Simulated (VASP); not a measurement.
# MoS2 in VASP: notebook, part 2 of 2

VASP 6.6.1.

## (4) Single point, PBEsol (47.69 Å³/atom)

This run uses another cell than the first one.

Contents of INCAR:

```
  PREC = Accurate
  ENCUT = 520
  EDIFF = 1E-6
  ISMEAR = -1
  SIGMA = 0.05
  LREAL = F
  LASPH = T
  NELM = 80
  ALGO = Normal
  ISIF = 2
  LWAVE = F
  LCHARG = F
  GGA = PS
  NBANDS = 20
```

Contents of KPOINTS:

```
regular mesh
0
Gamma
  10 10 2
```

Contents of POSCAR:

```
MoS2
1.0
    3.1191256785      0.0000000000      0.0000000000
   -1.5595628393      2.7012420752      0.0000000000
    0.0000000000      0.0000000000     16.9807333112
Mo S
1 2
Direct
    0.0000000000      0.0000000000      0.0000000000
    0.3333333333      0.6666666667      0.9105070200
    0.3333333333      0.6666666667      0.0894929800
```

Potentials or basis: VASP PAW PBE potentials, release 64 (Mo_sv, S).

Launch:

```sh
> cat potpaw_PBE.64/Mo_sv/POTCAR potpaw_PBE.64/S/POTCAR > POTCAR
> mpirun -np 1 vasp_std > vasp.out
```

OUTCAR:

```text
PREC = Accurate
   ENCUT = 520
   EDIFF = 1E-6
   ISMEAR = -1
   LREAL = F
   LASPH = T
   NELM = 80
   ISIF = 2
   GGA = PS

 ion  position               nearest neighbor table
   1  0.000  0.000  0.000-   2 2.36   3 2.36   2 2.36   3 2.36   2 2.36   3 2.36
   2  0.333  0.667  0.911-   1 2.36   1 2.36   1 2.36
   3  0.333  0.667  0.089-   1 2.36   1 2.36   1 2.36

  LATTYP: Found a hexagonal cell.
 ALAT       =     3.1191256785
 C/A-ratio  =     5.4440683260

  Lattice vectors:

 A1 = (   3.1191256785,   0.0000000000,   0.0000000000)
 A2 = (  -1.5595628393,   2.7012420752,   0.0000000000)
 A3 = (   0.0000000000,   0.0000000000,  16.9807333112)

Analysis of symmetry for initial positions (statically):
=====================================================================
 Subroutine PRICEL returns:
 Original cell was already a primitive cell.

 Routine SETGRP: Setting up the symmetry group for a
 hexagonal supercell.

 Subroutine GETGRP returns: Found 12 space group operations
 (whereof 12 operations were pure point group operations)
 out of a pool of 24 trial point group operations.

The static configuration has the point symmetry D_3h.

Analysis of symmetry for dynamics (positions and initial velocities):
=====================================================================
 Subroutine PRICEL returns:
 Original cell was already a primitive cell.

 Routine SETGRP: Setting up the symmetry group for a
 hexagonal supercell.

 Subroutine GETGRP returns: Found 12 space group operations
 (whereof 12 operations were pure point group operations)
 out of a pool of 24 trial point group operations.

The dynamic configuration has the point symmetry D_3h.

 Subroutine INISYM returns: Found 12 space group operations
 (whereof 12 operations are pure point group operations),
 and found     1 'primitive' translations

----------------------------------------------------------------------------------------

                                     Primitive cell

  volume of cell :     143.0714

  direct lattice vectors                    reciprocal lattice vectors
     3.119125679  0.000000000  0.000000000     0.320602663  0.185100034  0.000000000
    -1.559562839  2.701242075  0.000000000     0.000000000  0.370200068  0.000000000
     0.000000000  0.000000000 16.980733311     0.000000000  0.000000000  0.058890272

  length of vectors
     3.119125679  3.119125679 16.980733311     0.370200068  0.370200068  0.058890272

  position of ions in fractional coordinates (direct lattice)
     0.000000000  0.000000000  0.000000000
     0.333333333  0.666666667  0.910507020
     0.333333333  0.666666667  0.089492980

  ion indices of the primitive-cell ions
   primitive index   ion index
                 1           1
                 2           2
                 3           3

----------------------------------------------------------------------------------------

 KPOINTS: regular mesh

Automatic generation of k-mesh.
 Grid dimensions read from file:
 generate k-points for:   10   10    2

 Generating k-lattice:

  Cartesian coordinates                     Fractional coordinates (reciprocal lattice)
     0.032060266  0.018510003  0.000000000     0.100000000  0.000000000  0.000000000
     0.000000000  0.037020007  0.000000000     0.000000000  0.100000000  0.000000000
     0.000000000  0.000000000  0.029445136     0.000000000  0.000000000  0.500000000

  Length of vectors
     0.037020007  0.037020007  0.029445136

  Shift w.r.t. Gamma in fractional coordinates (k-lattice)
     0.000000000  0.000000000  0.000000000

 Subroutine IBZKPT returns following result:
 ===========================================

 Found     28 irreducible k-points:

 Following reciprocal coordinates:
            Coordinates               Weight
  0.000000  0.000000  0.000000      1.000000
  0.100000  0.000000  0.000000      6.000000
  0.200000  0.000000  0.000000      6.000000
  0.300000  0.000000  0.000000      6.000000
  0.400000  0.000000  0.000000      6.000000
  0.500000  0.000000  0.000000      3.000000
[... 16 lines left out ...]
  0.300000  0.100000  0.500000     12.000000
  0.400000  0.100000  0.500000     12.000000
 [... further k-points ...]
   k-points           NKPTS =     28   k-points in BZ     NKDIM =     28   number of bands    NBANDS=     20
   number of dos      NEDOS =    301   number of ions     NIONS =      3
   total plane-waves  NPLWV =  72576
   dimension x,y,z NGX =    24 NGY =   24 NGZ =  126
   dimension x,y,z NGXF=    48 NGYF=   48 NGZF=  252
   ions per type =               1   2
   NGX,Y,Z   is equivalent  to a cutoff of  12.79, 12.79, 12.34 a.u.
   NGXF,Y,Z  is equivalent  to a cutoff of  25.58, 25.58, 24.67 a.u.
 SYSTEM =  unknown system
   PREC   = accura    normal or accurate (medium, high low for compatibility)
   ISTART =      0    job   : 0-new  1-cont  2-samecut
   ICHARG =      2    charge: 1-file 2-atom 10-const
   ISPIN  =      1    spin polarized calculation?
   LNONCOLLINEAR =      F non collinear calculations
   LSORBIT =      F    spin-orbit coupling
   LASPH  =      T    aspherical Exc in radial PAW
   ENCUT  =  520.0 eV  38.22 Ry    6.18 a.u.   5.80  5.80 31.57*2*pi/ulx,y,z
   NELM   =     80;   NELMIN=  2; NELMDL= -5     # of ELM steps
   EDIFF  = 0.1E-05   stopping-criterion for ELM
   LREAL  =      F    real-space projection
   EDIFFG = 0.1E-04   stopping-criterion for IOM
   NSW    =      0    number of steps for IOM
   IBRION =     -1    ionic relax: 0-MD 1-quasi-New 2-CG
   NFREE  =      0    steps in history (QN), initial steepest desc. (CG)
   ISIF   =      2    stress and relaxation
   ISYM   =      2    0-nonsym 1-usesym 2-fastsym
   POTIM  = 0.5000    time-step for ionic-motion
   TEBEG  =    0.0;   TEEND  =   0.0 temperature during run
   PSTRESS=    0.0 pullay stress
   NELECT =      26.0000    total number of electrons
   NUPDOWN=      -1.0000    fix difference up-down
   EMIN   =  10.00;   EMAX   =-10.00  energy-range for DOS
   EFERMI =   0.00;   METHOD = LEGACY
   ISMEAR =    -1;   SIGMA  =   0.05  broadening in eV -4-tet -1-fermi 0-gaus
   EFERMI_NEDOS =   21; number of points for ismear=-14 and -15
   IALGO  =     38    algorithm
   IMIX   =      4    mixing-type and parameters
     AMIX     =   0.40;   BMIX     =  1.00
     AMIX_MAG =   1.60;   BMIX_MAG =  1.00
  volume/ion in A,a.u.               =      47.69       321.83
  Fermi-wavevector in a.u.,A,eV,Ry     =   0.927289  1.752322 11.699167  0.859864
  Thomas-Fermi vector in A             =   2.053343
   LORBIT       =      0    0 simple, 1 ext, 2 COOP (PROOUT), +10 PAW based schemes
   GGA     = PS    functional components
   LHFCALC =     F    Hartree Fock is set to
   AEXX    =    0.0000 exact exchange contribution
   IVDW    =     0    specifies the selected vdW correction
   LEPSILON=     F    determine dielectric tensor
   LRPA    =     F    only Hartree local field effects (RPA)
 non-spin polarized calculation
  energy-cutoff  :      520.00
  volume of cell :      143.07
 maximum number of plane-waves:      3888
 NGX is ok and might be reduce to    24
   NGX = 11   NGY = 11   NGZ = 63

 number of electron      26.0000003 magnetization

 Free energy of the ion-electron system (eV)
  ---------------------------------------------------
  ext. energy  EPLUGINS =         0.00000000
  ---------------------------------------------------
  free energy    TOTEN  =       -23.37687321 eV

  energy without entropy =      -23.37687321  energy(sigma->0) =      -23.37687321

 E-fermi :  -0.2628     XC(G=0):  -4.5552

 val. band max:       -1.1994865322   @ k =   0.0000   0.0000   0.0000
 cond. band min:       0.7164288244   @ k =   0.3000   0.3000   0.5000
 fundamental gap:      1.9159153566
 Fermi energy:        -0.2628278603

 k-point     1 :       0.0000    0.0000    0.0000
  band No.  band energies     occupation
      1     -61.8694      2.00000
      2     -36.1151      2.00000
      3     -35.8302      2.00000
      4     -35.8302      2.00000
      5     -15.6445      2.00000
      6     -14.1218      2.00000
[... 12 lines left out ...]
     19       4.5836      0.00000
     20       5.1622      0.00000

 k-point     2 :       0.1000    0.0000    0.0000
  band No.  band energies     occupation
      1     -61.8646      2.00000
      2     -36.1057      2.00000
      3     -35.8774      2.00000
      4     -35.8408      2.00000
      5     -15.4802      2.00000
      6     -14.0621      2.00000
[... 498 lines left out ...]
 k-point    24 :       0.4000    0.1000    0.5000
  band No.  band energies     occupation
      1     -61.8184      2.00000
      2     -36.2838      2.00000
      3     -36.0152      2.00000
      4     -35.9655      2.00000
      5     -13.5511      2.00000
      6     -13.3737      2.00000
[... 12 lines left out ...]
     19       7.3312      0.00000
     20       7.5823      0.00000

 [... further k-points ...]
[... 5 lines left out ...]
  --------------------------------------------------------------------------------------
  -------------------------------------------------------------------------------------
  Total        1.7176298      1.7176298      2.9005224     -0.0000000      0.0000000      0.0000000
  in kB       19.2347850     19.2347850     32.4813433     -0.0000000      0.0000000      0.0000000
  external PRESSURE =      23.6503045 kB  Pullay stress =       0.0000000 kB

 VOLUME and BASIS-vectors are now :
 -----------------------------------------------------------------------------
  energy-cutoff  :      520.00
  volume of cell :      143.07
      direct lattice vectors                 reciprocal lattice vectors
     3.119125679  0.000000000  0.000000000     0.320602663  0.185100034  0.000000000
    -1.559562839  2.701242075  0.000000000     0.000000000  0.370200068  0.000000000
     0.000000000  0.000000000 16.980733311     0.000000000  0.000000000  0.058890272

 POSITION                                       TOTAL-FORCE (eV/Angst)
 -----------------------------------------------------------------------------------
      0.00000      0.00000      0.00000         0.000000     -0.000000      0.000000
     -0.00000      1.80083     15.46108         0.000000      0.000000     -0.962077
     -0.00000      1.80083      1.51966        -0.000000      0.000000      0.962077
 -----------------------------------------------------------------------------------
    total drift:                                0.000000     -0.000000     -0.000000

  FREE ENERGIE OF THE ION-ELECTRON SYSTEM (eV)
  ---------------------------------------------------
  free  energy   TOTEN  =       -23.3768732135 eV

  energy  without entropy=      -23.3768732127  energy(sigma->0) =      -23.37687321
```

OSZICAR:

```text
N       E                     dE             d eps       ncg     rms          rms(c)
DAV:   1     0.160698462506E+03    0.16070E+03   -0.12577E+04  1392   0.109E+03
DAV:   2    -0.145154755205E+02   -0.17521E+03   -0.17099E+03  1512   0.257E+02
DAV:   3    -0.246102582544E+02   -0.10095E+02   -0.10007E+02  1480   0.543E+01
[... 14 lines left out ...]
DAV:  18    -0.233768401653E+02   -0.26614E-04   -0.14998E-06  1100   0.696E-03    0.212E-03
DAV:  19    -0.233768609912E+02   -0.20826E-04   -0.10420E-06  1124   0.317E-03    0.250E-03
DAV:  20    -0.233768713681E+02   -0.10377E-04   -0.85718E-07  1152   0.269E-03    0.431E-04
DAV:  21    -0.233768728297E+02   -0.14616E-05   -0.67322E-08   988   0.766E-04    0.285E-04
DAV:  22    -0.233768732135E+02   -0.38379E-06   -0.12239E-08   820   0.318E-04
   1 F= -.23376873E+02 E0= -.23376873E+02  d E =-.765200E-09
```

stdout:

```text
POSCAR found type information on POSCAR MoS
 POSCAR found :  2 types and       3 ions
 scaLAPACK will be used
 -----------------------------------------------------------------------------
|                                                                             |
|                                                                             |
|     You enforced a specific xc type in the INCAR file but a different       |
|     I HOPE YOU KNOW WHAT YOU ARE DOING!                                     |
|                                                                             |
 -----------------------------------------------------------------------------

 LDA part: xc-table for (Slater+PW92), standard interpolation
 POSCAR, INCAR and KPOINTS ok, starting setup
 FFT: planning ... GRIDC
 FFT: planning ... GRID_SOFT
 FFT: planning ... GRID
 WAVECAR not read
 entering main loop
```

Wall time 63 s (1 thread of AMD EPYC 9R45 (Zen 5), shared host); peak memory 0.25 GiB.

What came out:

| Quantity | Value |
| --- | --- |
| Free energy | -23.3769 eV |
| Largest force | 0.962 eV/Å |
| Band gap on the k mesh | 1.92 eV (least direct gap 2.11 eV) |

Forces on the atoms (eV/Å):
```
Mo   0.000  0.000  0.000
S    0.000  0.000 -0.962
S    0.000  0.000  0.962
```

Levels at points of the mesh, in eV from the valence-band top:
```tsv
k point	band 9	band 10	band 11	band 12	band 13	band 14	band 15	band 16	band 17	band 18
(0.00, 0.00, 0.00)	-2.87	-1.82	-1.63	-1.63	0.00	2.96	2.96	3.34	3.34	5.48
(0.50, 0.00, 0.00)	-4.35	-3.42	-1.89	-0.97	-0.68	2.43	3.00	4.09	4.73	6.27
(0.00, 0.00, 0.50)	-2.87	-1.82	-1.63	-1.63	0.00	2.96	2.96	3.34	3.34	5.56
(0.50, 0.00, 0.50)	-4.35	-3.42	-1.89	-0.97	-0.68	2.43	3.00	4.09	4.73	6.27
```

Caveat: there is no dipole correction, which matters where the two faces differ; the PAW data sets were made with another functional, which shifts forces and pressure a little.

## (5) Single point, PBEsol (48.71 Å³/atom)

This run uses another cell than the first one.

Contents of INCAR:

```
SYSTEM = MoS2
PREC     = Accurate       ! precision mode
ENCUT    = 520            ! plane-wave cutoff, eV
EDIFF    = 1E-6           ! SCF threshold, eV
ISMEAR   = -1             ! smearing method
SIGMA    = 0.05           ! smearing width, eV
LREAL    = .False.        ! projectors in reciprocal space
LASPH    = .True.         ! aspherical terms in the spheres
NELM     = 60             ! most SCF steps
ALGO     = Normal         ! electronic algorithm
ISIF     = 2              ! what is computed and relaxed
LWAVE    = .False.        ! write WAVECAR
LCHARG   = .True.         ! write CHGCAR
GGA      = PS             ! functional
LELF     = .True.         ! ELF
LVHAR    = .True.       
NBANDS   = 20             ! bands
```

Contents of KPOINTS:

```
regular mesh
0
Gamma
  10 10 2
  0 0 0
```

Contents of POSCAR:

```
MoS2
1.0
    3.1410920760      0.0000000000      0.0000000000
   -1.5705460380      2.7202655334      0.0000000000
    0.0000000000      0.0000000000     17.1003198802
Mo S
1 2
Direct
    0.0000000000      0.0000000000      0.0000000000
    0.3333333333      0.6666666667      0.9105070200
    0.3333333333      0.6666666667      0.0894929800
```

Launch:

```sh
> cat potpaw_PBE.64/Mo_sv/POTCAR potpaw_PBE.64/S/POTCAR > POTCAR
> mpirun -np 1 vasp_std > vasp.out
```

Run time: 62 s. Hardware: 1 thread of AMD EPYC 9R45 (Zen 5), shared host; peak memory 0.25 GiB.

Results (log left out):

| Property | Result |
| --- | --- |
| Free energy | -23.4097 eV |
| Largest force | 0.563 eV/Å |
| Band gap on the k mesh | 1.86 eV (least direct gap 2.04 eV) |

Forces on the atoms (eV/Å):
```
Mo   0.000  0.000  0.000
S    0.000  0.000 -0.563
S    0.000  0.000  0.563
```

Levels at points of the mesh, in eV from the valence-band top:
| k point | band 11 | band 12 | band 13 | band 14 | band 15 | band 16 |
| --- | --- | --- | --- | --- | --- | --- |
| (0.00, 0.00, 0.00) | -1.61 | -1.61 | 0.00 | 2.88 | 2.88 | 3.23 |
| (0.50, 0.00, 0.00) | -1.89 | -0.99 | -0.68 | 2.35 | 2.91 | 4.01 |
| (0.00, 0.00, 0.50) | -1.61 | -1.61 | 0.00 | 2.88 | 2.88 | 3.23 |
| (0.50, 0.00, 0.50) | -1.89 | -0.99 | -0.68 | 2.35 | 2.91 | 4.01 |

Caveat: there is no dipole correction, which matters where the two faces differ; the PAW data sets were made with another functional, which shifts forces and pressure a little.

## (6) Summary

```csv
level,cell,k mesh,grid for exact exchange (PRECFOCK),share of exact exchange,screening parameter,gap on the mesh (eV),largest force (eV/Å)
HSE06,"a = 3.184, b = 3.184, c = 17.335 Å, angles 90.0, 90.0, 120.0°, 3 atoms, atomic positions A",5 × 5 × 1,Normal,0.25,0.2079 1/Å,2.55,0.32
PBE,"a = 3.184, b = 3.184, c = 17.335 Å, angles 90.0, 90.0, 120.0°, 3 atoms, atomic positions B",10 × 10 × 2,-,-,-,1.73,0.88
PBEsol,"a = 3.119, b = 3.119, c = 16.981 Å, angles 90.0, 90.0, 120.0°, 3 atoms, atomic positions A",10 × 10 × 2,-,-,-,1.92,0.96
PBEsol,"a = 3.141, b = 3.141, c = 17.100 Å, angles 90.0, 90.0, 120.0°, 3 atoms, atomic positions A",10 × 10 × 2,-,-,-,1.86,0.56
```

Alike in all rows: task single point; potentials or basis VASP PAW PBE potentials, release 64 (Mo_sv, S); no spin polarisation; cutoff (eV) 520; smearing fermi-dirac 0.05 eV.

Caveats: some runs use coarse meshes; there is no dipole correction, which matters where the two faces differ; the PAW data sets were made with another functional, which shifts forces and pressure a little (at least some runs).

Total energies depend on the potentials used, so only differences within one code and one set of settings carry meaning.
